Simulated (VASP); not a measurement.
Set up this calculation in VASP 6.6.1, as the native input.

```
Task                   : single point
Functional             : LDA
Potentials or basis    : VASP PAW LDA potentials, release 64 (Cd, Ge_d)
Cutoff                 : 520 eV
k mesh                 : 3 × 3 × 3
Occupations            : methfessel-paxton, width 0.1 eV
Spin                   : no spin polarisation
Dipole correction      : no
Further INCAR settings : ALGO = Normal; EDIFF = 1e-06; NBANDS = 33
```

The structure of Cd3Ge lies in POSCAR:

```
Cd3Ge
1.0
   -2.2103470000      2.2103470000      4.5858760000
    2.2103470000     -2.2103470000      4.5858760000
    2.2103470000      2.2103470000     -4.5858760000
Cd Ge
3 1
Direct
    0.7500000000      0.2500000000      0.5000000000
    0.2500000000      0.7500000000      0.5000000000
    0.5000000000      0.5000000000      0.0000000000
    0.0000000000      0.0000000000      0.0000000000
```

The input as run:

INCAR

```
SYSTEM = Cd3Ge
  ALGO = Normal
  EDIFF = 1E-6
  ENCUT = 520
  ISIF = 2
  ISMEAR = 1
  LASPH = .True.
  LCHARG = .True.
  LELF = .True.
  LREAL = .False.
  LVHAR = .True.
  LWAVE = .False.
  NBANDS = 33
  NELM = 100
  PREC = Accurate
  SIGMA = 0.1
```

KPOINTS

```
k-points
0
Gamma
  3 3 3
  0 0 0
```

Potentials or basis: VASP PAW LDA potentials, release 64 (Cd, Ge_d).

Command:

```bash
$ cat potpaw_LDA.64/Cd/POTCAR potpaw_LDA.64/Ge_d/POTCAR > POTCAR
$ mpirun -np 1 vasp_std > vasp.out
```

Results of the run:

The pressure is -5.5 GPa. The band gap on the k mesh is zero (band 25 reaches 3.30 eV, above the bottom of band 26 at 1.91 eV).

Caveat: the k points lie up to 0.67 Å⁻¹ apart.

Wall time 36 s on 1 thread of Oxide Virtual Turin-like Processor, with other jobs on the host, peak memory 0.17 GiB.
